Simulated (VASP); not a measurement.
# Sc4BP3 (Pm-3m) in VASP: a series of runs

Sc4BP3 is run at these levels: PBE; tasks: single point, relaxation of cell and atoms.

All numbers are computed with VASP 6.6.1; they aren't measurements. Logs are shortened: lines on timing, memory, paths and dates and some standing lists are left out, and cuts for length are marked.

## (1) The cell of the first run

Symmetry: Pm-3m, No. 221, cubic system. Conventional cell: a = 5.240 Å, b = 5.240 Å, c = 5.240 Å, α = 90.00°, β = 90.00°, γ = 90.00°. Within 3.5 Å of Sc (site symmetry 4/mmm) lie 2 B at 2.62 Å and 4 P at 2.62 Å. Sc (site symmetry m-3m) has 6 P at 2.62 Å within 3.5 Å. B (site symmetry m-3m) has 6 Sc at 2.62 Å within 3.5 Å. P (site symmetry 4/mmm) has 6 Sc at 2.62 Å within 3.5 Å.

## (2) Single point, PBE

File INCAR:

```
SYSTEM = Sc4BP3
  ALGO = Normal
  EDIFF = 1E-6
  ENCUT = 520
  GGA = PE
  ISIF = 2
  ISMEAR = 0
  LASPH = .TRUE.
  LCHARG = .TRUE.
  LELF = .TRUE.
  LREAL = .FALSE.
  LVHAR = .TRUE.
  LWAVE = .FALSE.
  NBANDS = 41
  NELM = 100
  PREC = Accurate
  SIGMA = 0.2
```

File KPOINTS:

```
k-points
0
G
  3 3 3
  0 0 0
```

File POSCAR:

```
Sc4BP3
1.0
    5.2403433946      0.0000000000      0.0000000000
    0.0000000000      5.2403433946      0.0000000000
    0.0000000000      0.0000000000      5.2403433946
Sc B P
4 1 3
Direct
    0.5000000000      0.0000000000      0.0000000000
    0.5000000000      0.5000000000      0.5000000000
    0.0000000000      0.5000000000      0.0000000000
    0.0000000000      0.0000000000      0.5000000000
    0.0000000000      0.0000000000      0.0000000000
    0.5000000000      0.0000000000      0.5000000000
    0.5000000000      0.5000000000      0.0000000000
    0.0000000000      0.5000000000      0.5000000000
```

Potentials or basis: VASP PAW PBE potentials, release 64 (Sc_sv, B, P).

Run with:

```console
$ cat potpaw_PBE.64/Sc_sv/POTCAR potpaw_PBE.64/B/POTCAR potpaw_PBE.64/P/POTCAR > POTCAR
$ mpirun -np 1 vasp_std > vasp.out
```

OUTCAR:

```text
SYSTEM = Sc4BP3
   EDIFF = 1E-6
   ENCUT = 520
   GGA = PE
   ISIF = 2
   ISMEAR = 0
   LASPH = .TRUE.
   LREAL = .FALSE.
   NELM = 100
   PREC = Accurate

 ion  position               nearest neighbor table
   1  0.500  0.000  0.000-   5 2.62   6 2.62   7 2.62   6 2.62   7 2.62   5 2.62
   2  0.500  0.500  0.500-   6 2.62   7 2.62   8 2.62   7 2.62   6 2.62   8 2.62
   3  0.000  0.500  0.000-   5 2.62   7 2.62   8 2.62   8 2.62   5 2.62   7 2.62
   4  0.000  0.000  0.500-   5 2.62   6 2.62   8 2.62   5 2.62   8 2.62   6 2.62
   5  0.000  0.000  0.000-   1 2.62   3 2.62   4 2.62   4 2.62   3 2.62   1 2.62
   6  0.500  0.000  0.500-   1 2.62   2 2.62   4 2.62   1 2.62   2 2.62   4 2.62
   7  0.500  0.500  0.000-   1 2.62   2 2.62   3 2.62   2 2.62   1 2.62   3 2.62
   8  0.000  0.500  0.500-   2 2.62   3 2.62   4 2.62   3 2.62   4 2.62   2 2.62

  LATTYP: Found a simple cubic cell.
 ALAT       =     5.2403433946

  Lattice vectors:

 A1 = (   5.2403433946,   0.0000000000,   0.0000000000)
 A2 = (   0.0000000000,   5.2403433946,   0.0000000000)
 A3 = (   0.0000000000,   0.0000000000,   5.2403433946)

Analysis of symmetry for initial positions (statically):
=====================================================================
 Subroutine PRICEL returns:
 Original cell was already a primitive cell.

 Routine SETGRP: Setting up the symmetry group for a
 simple cubic supercell.

 Subroutine GETGRP returns: Found 48 space group operations
 (whereof 48 operations were pure point group operations)
 out of a pool of 48 trial point group operations.

The static configuration has the point symmetry O_h .

Analysis of symmetry for dynamics (positions and initial velocities):
=====================================================================
 Subroutine PRICEL returns:
 Original cell was already a primitive cell.

 Routine SETGRP: Setting up the symmetry group for a
 simple cubic supercell.

 Subroutine GETGRP returns: Found 48 space group operations
 (whereof 48 operations were pure point group operations)
 out of a pool of 48 trial point group operations.

The dynamic configuration has the point symmetry O_h .

 Subroutine INISYM returns: Found 48 space group operations
 (whereof 48 operations are pure point group operations),
 and found     1 'primitive' translations

----------------------------------------------------------------------------------------

                                     Primitive cell

  volume of cell :     143.9061

  direct lattice vectors                    reciprocal lattice vectors
     5.240343395  0.000000000  0.000000000     0.190827189  0.000000000  0.000000000
     0.000000000  5.240343395  0.000000000     0.000000000  0.190827189  0.000000000
     0.000000000  0.000000000  5.240343395     0.000000000  0.000000000  0.190827189

  length of vectors
     5.240343395  5.240343395  5.240343395     0.190827189  0.190827189  0.190827189

  position of ions in fractional coordinates (direct lattice)
     0.500000000  0.000000000  0.000000000
     0.500000000  0.500000000  0.500000000
     0.000000000  0.500000000  0.000000000
     0.000000000  0.000000000  0.500000000
     0.000000000  0.000000000  0.000000000
     0.500000000  0.000000000  0.500000000
     0.500000000  0.500000000  0.000000000
     0.000000000  0.500000000  0.500000000

  ion indices of the primitive-cell ions
   primitive index   ion index
                 1           1
                 2           2
                 3           3
                 4           4
                 5           5
                 6           6
                 7           7
                 8           8

----------------------------------------------------------------------------------------

 KPOINTS: k-points

Automatic generation of k-mesh.
 Grid dimensions read from file:
 generate k-points for:    3    3    3

 Generating k-lattice:

  Cartesian coordinates                     Fractional coordinates (reciprocal lattice)
     0.063609063  0.000000000  0.000000000     0.333333333  0.000000000  0.000000000
     0.000000000  0.063609063  0.000000000     0.000000000  0.333333333  0.000000000
     0.000000000  0.000000000  0.063609063     0.000000000  0.000000000  0.333333333

  Length of vectors
     0.063609063  0.063609063  0.063609063

  Shift w.r.t. Gamma in fractional coordinates (k-lattice)
     0.000000000  0.000000000  0.000000000

 Subroutine IBZKPT returns following result:
 ===========================================

 Found      4 irreducible k-points:

 Following reciprocal coordinates:
            Coordinates               Weight
  0.000000  0.000000  0.000000      1.000000
  0.333333  0.000000  0.000000      6.000000
  0.333333  0.333333  0.000000     12.000000
  0.333333  0.333333  0.333333      8.000000
   k-points           NKPTS =      4   k-points in BZ     NKDIM =      4   number of bands    NBANDS=     41
   number of dos      NEDOS =    301   number of ions     NIONS =      8
   total plane-waves  NPLWV =  64000
   dimension x,y,z NGX =    40 NGY =   40 NGZ =   40
   dimension x,y,z NGXF=    80 NGYF=   80 NGZF=   80
   ions per type =               4   1   3
   NGX,Y,Z   is equivalent  to a cutoff of  12.69, 12.69, 12.69 a.u.
   NGXF,Y,Z  is equivalent  to a cutoff of  25.38, 25.38, 25.38 a.u.
 SYSTEM =  Sc4BP3
   PREC   = accura    normal or accurate (medium, high low for compatibility)
   ISTART =      0    job   : 0-new  1-cont  2-samecut
   ICHARG =      2    charge: 1-file 2-atom 10-const
   ISPIN  =      1    spin polarized calculation?
   LNONCOLLINEAR =      F non collinear calculations
   LSORBIT =      F    spin-orbit coupling
   LASPH  =      T    aspherical Exc in radial PAW
   ENCUT  =  520.0 eV  38.22 Ry    6.18 a.u.   9.74  9.74  9.74*2*pi/ulx,y,z
   NELM   =    100;   NELMIN=  2; NELMDL= -5     # of ELM steps
   EDIFF  = 0.1E-05   stopping-criterion for ELM
   LREAL  =      F    real-space projection
   EDIFFG = 0.1E-04   stopping-criterion for IOM
   NSW    =      0    number of steps for IOM
   IBRION =     -1    ionic relax: 0-MD 1-quasi-New 2-CG
   NFREE  =      0    steps in history (QN), initial steepest desc. (CG)
   ISIF   =      2    stress and relaxation
   ISYM   =      2    0-nonsym 1-usesym 2-fastsym
   POTIM  = 0.5000    time-step for ionic-motion
   TEBEG  =    0.0;   TEEND  =   0.0 temperature during run
   PSTRESS=    0.0 pullay stress
   NELECT =      62.0000    total number of electrons
   NUPDOWN=      -1.0000    fix difference up-down
   EMIN   =  10.00;   EMAX   =-10.00  energy-range for DOS
   EFERMI =   0.00;   METHOD = LEGACY
   ISMEAR =     0;   SIGMA  =   0.20  broadening in eV -4-tet -1-fermi 0-gaus
   EFERMI_NEDOS =   21; number of points for ismear=-14 and -15
   IALGO  =     38    algorithm
   IMIX   =      4    mixing-type and parameters
     AMIX     =   0.40;   BMIX     =  1.00
     AMIX_MAG =   1.60;   BMIX_MAG =  1.00
  volume/ion in A,a.u.               =      17.99       121.39
  Fermi-wavevector in a.u.,A,eV,Ry     =   1.236457  2.336565 20.800936  1.528826
  Thomas-Fermi vector in A             =   2.371065
   LORBIT       =      0    0 simple, 1 ext, 2 COOP (PROOUT), +10 PAW based schemes
   GGA     = PE    functional components
   LHFCALC =     F    Hartree Fock is set to
   AEXX    =    0.0000 exact exchange contribution
   IVDW    =     0    specifies the selected vdW correction
   LEPSILON=     F    determine dielectric tensor
   LRPA    =     F    only Hartree local field effects (RPA)
 non-spin polarized calculation
 Gauss-broadening in eV      SIGMA  =   0.20
  energy-cutoff  :      520.00
  volume of cell :      143.91
 maximum number of plane-waves:      3890
 NGX is ok and might be reduce to    40
   NGX = 19   NGY = 19   NGZ = 19

 number of electron      61.9999997 magnetization

 Free energy of the ion-electron system (eV)
  ---------------------------------------------------
  ext. energy  EPLUGINS =         0.00000000
  ---------------------------------------------------
  free energy    TOTEN  =       -55.83493372 eV

  energy without entropy =      -55.65999663  energy(sigma->0) =      -55.74746518

 E-fermi :   4.7784     XC(G=0): -10.5188

 val. band max:        4.7274008354   @ k =   0.3333   0.0000   0.0000
 cond. band min:       4.7825894979   @ k =   0.3333   0.3333   0.0000
 fundamental gap:      0.0551886625
 Fermi energy:         4.7784373410

 k-point     1 :       0.0000    0.0000    0.0000
  band No.  band energies     occupation
      1     -44.1010      2.00000
      2     -43.8990      2.00000
      3     -43.8867      2.00000
      4     -43.8867      2.00000
      5     -22.7756      2.00000
      6     -22.7756      2.00000
[... 33 lines left out ...]
     40       6.9385      0.00000
     41       7.5000      0.00000

 k-point     2 :       0.3333    0.0000    0.0000
  band No.  band energies     occupation
      1     -44.1008      2.00000
      2     -43.8965      2.00000
      3     -43.8893      2.00000
      4     -43.8866      2.00000
      5     -22.7709      2.00000
      6     -22.7709      2.00000
[... 33 lines left out ...]
     40       8.2092      0.00000
     41       8.2656      0.00000

 k-point     3 :       0.3333    0.3333    0.0000
  band No.  band energies     occupation
      1     -44.1006      2.00000
      2     -43.8943      2.00000
      3     -43.8898      2.00000
      4     -43.8883      2.00000
      5     -22.7777      2.00000
      6     -22.7725      2.00000
[... 33 lines left out ...]
     40       8.1862      0.00000
     41       8.3218      0.00000

 k-point     4 :       0.3333    0.3333    0.3333
  band No.  band energies     occupation
      1     -44.1005      2.00000
      2     -43.8929      2.00000
      3     -43.8897      2.00000
      4     -43.8897      2.00000
      5     -22.7846      2.00000
      6     -22.7846      2.00000
[... 33 lines left out ...]
     40       8.2725      0.00000
     41       8.4314      0.00000

------------------------ aborting loop because EDIFF is reached ----------------------------------------

  FORCE on cell =-STRESS in cart. coord.  units (eV):
  Direction    XX          YY          ZZ          XY          YZ          ZX
  --------------------------------------------------------------------------------------
  -------------------------------------------------------------------------------------
  Total        0.0736905      0.0736905      0.0736905      0.0000000      0.0000000     -0.0000000
  in kB        0.8204319      0.8204319      0.8204319      0.0000000      0.0000000     -0.0000000
  external PRESSURE =       0.8204319 kB  Pullay stress =       0.0000000 kB

 VOLUME and BASIS-vectors are now :
 -----------------------------------------------------------------------------
  energy-cutoff  :      520.00
  volume of cell :      143.91
      direct lattice vectors                 reciprocal lattice vectors
     5.240343395  0.000000000  0.000000000     0.190827189  0.000000000  0.000000000
     0.000000000  5.240343395  0.000000000     0.000000000  0.190827189  0.000000000
     0.000000000  0.000000000  5.240343395     0.000000000  0.000000000  0.190827189

 POSITION                                       TOTAL-FORCE (eV/Angst)
 -----------------------------------------------------------------------------------
      2.62017      0.00000      0.00000         0.000000      0.000000      0.000000
      2.62017      2.62017      2.62017         0.000000      0.000000      0.000000
      0.00000      2.62017      0.00000         0.000000      0.000000      0.000000
      0.00000      0.00000      2.62017         0.000000      0.000000      0.000000
      0.00000      0.00000      0.00000         0.000000      0.000000      0.000000
      2.62017      0.00000      2.62017         0.000000      0.000000      0.000000
      2.62017      2.62017      0.00000         0.000000      0.000000      0.000000
      0.00000      2.62017      2.62017         0.000000      0.000000      0.000000
 -----------------------------------------------------------------------------------
    total drift:                                0.000000      0.000000     -0.000000

  FREE ENERGIE OF THE ION-ELECTRON SYSTEM (eV)
  ---------------------------------------------------
  free  energy   TOTEN  =       -55.8349337212 eV

  energy  without entropy=      -55.6599966307  energy(sigma->0) =      -55.74746518
```

Run time: 18 s. Hardware: 1 thread of AMD EPYC 9R45 (Zen 5), shared host; peak memory 0.21 GiB.

Results:

* Free energy: -55.8349 eV
* Pressure: 0.1 GPa
* Band gap on the k mesh: zero (bands 31 and 32 overlap by 0.34 eV)

Levels at points of the mesh, in eV from the Fermi level:
```tsv
k point	band 26	band 27	band 28	band 29	band 30	band 31	band 32	band 33	band 34	band 35
(0.00, 0.00, 0.00)	-0.55	-0.14	-0.14	-0.14	0.16	0.16	0.16	1.68	1.68	1.68
```

Caveat: the k points lie up to 0.40 Å⁻¹ apart.

## (3) Relaxation of cell and atoms, PBE

This run uses another cell than the first one, of 16.88 Å³/atom.

File INCAR:

```
SYSTEM = Sc4BP3
  ALGO = Normal
  EDIFF = 1E-6
  EDIFFG = -0.08
  ENCUT = 600
  GGA = PE
  IBRION = 2
  ISIF = 3
  ISMEAR = 0
  LASPH = .TRUE.
  LCHARG = .FALSE.
  LREAL = .FALSE.
  LWAVE = .FALSE.
  NELM = 100
  NSW = 36
  PREC = Accurate
  SIGMA = 0.2
```

KPOINTS is that of step 2.

Edit POSCAR of step 2 so:

```diff
@@ -2,5 +2,5 @@
 1.0
-    5.2403433946      0.0000000000      0.0000000000
-    0.0000000000      5.2403433946      0.0000000000
-    0.0000000000      0.0000000000      5.2403433946
+    5.1300000000      0.0000000000      0.0000000000
+    0.0000000000      5.1300000000      0.0000000000
+    0.0000000000      0.0000000000      5.1300000000
 Sc B P
```

Potentials or basis: VASP PAW PBE potentials, release 64 (Sc_sv, B, P).

Run with:

```console
$ cat potpaw_PBE.64/Sc_sv/POTCAR potpaw_PBE.64/B/POTCAR potpaw_PBE.64/P/POTCAR > POTCAR
$ mpirun -np 1 vasp_std > vasp.out
```

OUTCAR:

```text
SYSTEM = Sc4BP3
   EDIFF = 1E-6
   EDIFFG = -0.08
   ENCUT = 600
   GGA = PE
   IBRION = 2
   ISIF = 3
   ISMEAR = 0
   LASPH = .TRUE.
   LREAL = .FALSE.
   NELM = 100
   NSW = 36
   PREC = Accurate

 ion  position               nearest neighbor table
   1  0.500  0.000  0.000-   5 2.56   6 2.56   7 2.56   6 2.56   7 2.56   5 2.56
   2  0.500  0.500  0.500-   6 2.56   7 2.56   8 2.56   7 2.56   6 2.56   8 2.56
   3  0.000  0.500  0.000-   5 2.56   7 2.56   8 2.56   8 2.56   5 2.56   7 2.56
   4  0.000  0.000  0.500-   5 2.56   6 2.56   8 2.56   5 2.56   8 2.56   6 2.56
   5  0.000  0.000  0.000-   1 2.56   3 2.56   4 2.56   4 2.56   3 2.56   1 2.56
   6  0.500  0.000  0.500-   1 2.56   2 2.56   4 2.56   1 2.56   2 2.56   4 2.56
   7  0.500  0.500  0.000-   1 2.56   2 2.56   3 2.56   2 2.56   1 2.56   3 2.56
   8  0.000  0.500  0.500-   2 2.56   3 2.56   4 2.56   3 2.56   4 2.56   2 2.56

  LATTYP: Found a simple cubic cell.
 ALAT       =     5.1300000000
[... 181 lines left out ...]
  -------------------------------------------------------------------------------------
  Total        5.8404694      5.8404694      5.8404694     -0.0000000     -0.0000000     -0.0000000
  in kB       69.3116498     69.3116498     69.3116498     -0.0000000     -0.0000000     -0.0000000
  external PRESSURE =      69.3116498 kB  Pullay stress =       0.0000000 kB
[... 71 lines left out ...]
--------------------------------------- Ionic step        3  -------------------------------------------

 number of electron      62.0000007 magnetization

 Free energy of the ion-electron system (eV)
  ---------------------------------------------------
  ext. energy  EPLUGINS =         0.00000000
  ---------------------------------------------------
  free energy    TOTEN  =       -55.83501458 eV

  energy without entropy =      -55.66007851  energy(sigma->0) =      -55.74754655

 E-fermi :   4.7701     XC(G=0): -10.5138

 val. band max:        4.7186930343   @ k =   0.3333   0.0000   0.0000
 cond. band min:       4.7741875592   @ k =   0.3333   0.3333   0.0000
 fundamental gap:      0.0554945249
 Fermi energy:         4.7701413211

 k-point     1 :       0.0000    0.0000    0.0000
  band No.  band energies     occupation
      1     -44.1146      2.00000
      2     -43.9124      2.00000
      3     -43.9001      2.00000
      4     -43.9001      2.00000
      5     -22.7888      2.00000
      6     -22.7888      2.00000
[... 184 lines left out ...]
  FREE ENERGIE OF THE ION-ELECTRON SYSTEM (eV)
  ---------------------------------------------------
  free  energy   TOTEN  =       -55.8350145846 eV

  energy  without entropy=      -55.6600785115  energy(sigma->0) =      -55.74754655

 reached required accuracy - stopping structural energy minimisation
```

CONTCAR:

```text
Sc4BP3
   1.00000000000000
     5.2423600434147488   -0.0000000000000000   -0.0000000000000000
    -0.0000000000000000    5.2423600434147488   -0.0000000000000000
     0.0000000000000000   -0.0000000000000000    5.2423600434147488
  Sc              B               P
     4     1     3
Direct
     0.5000000000000000    0.0000000000000000    0.0000000000000000
     0.5000000000000000    0.5000000000000000    0.5000000000000000
     0.0000000000000000    0.5000000000000000    0.0000000000000000
     0.0000000000000000    0.0000000000000000    0.5000000000000000
     0.0000000000000000    0.0000000000000000    0.0000000000000000
     0.5000000000000000    0.0000000000000000    0.5000000000000000
     0.5000000000000000    0.5000000000000000    0.0000000000000000
     0.0000000000000000    0.5000000000000000    0.5000000000000000

  0.00000000E+00  0.00000000E+00  0.00000000E+00
  0.00000000E+00  0.00000000E+00  0.00000000E+00
  0.00000000E+00  0.00000000E+00  0.00000000E+00
  0.00000000E+00  0.00000000E+00  0.00000000E+00
  0.00000000E+00  0.00000000E+00  0.00000000E+00
  0.00000000E+00  0.00000000E+00  0.00000000E+00
  0.00000000E+00  0.00000000E+00  0.00000000E+00
  0.00000000E+00  0.00000000E+00  0.00000000E+00
```

Wall time 47 s (1 thread of AMD EPYC 9R45 (Zen 5), shared host); peak memory 0.24 GiB.

What came out:

```
Free energy                           : -55.8350 eV
Relaxed volume                        : 18.01 Å³/atom
Relaxed cell                          : a = 5.242 Å, b = 5.242 Å, c = 5.242 Å, α = 90.00°, β = 90.00°, γ = 90.00°
Space group after relaxing (to 0.1 Å) : Pm-3m (No. 221)
Energy gained by relaxing             : 23.3 meV/atom
Ionic steps                           : 3
Pressure after relaxing               : 0.0 GPa
Band gap on the k mesh                : zero (bands 31 and 32 overlap by 0.34 eV)
```

The path:
```csv
step,energy change (eV),largest force (eV/Å),pressure (GPa),volume (Å³)
1,0.0000,0.0000,6.93,135.01
2,-0.1231,0.0000,-3.43,149.78
3,-0.1863,0.0000,-0.01,144.07
```

Final structure:
```
Sc B P
1.0
     5.24236    0.00000    0.00000
     0.00000    5.24236    0.00000
     0.00000    0.00000    5.24236
Sc B P
4 1 3
Direct
  0.50000 0.00000 0.00000
  0.50000 0.50000 0.50000
  0.00000 0.50000 0.00000
  0.00000 0.00000 0.50000
  0.00000 0.00000 0.00000
  0.50000 0.00000 0.50000
  0.50000 0.50000 0.00000
  0.00000 0.50000 0.50000
```

Caveat: the k points lie up to 0.40 Å⁻¹ apart in the final cell.

The gap in the log of VASP goes by the Fermi energy; the results here count the filled bands.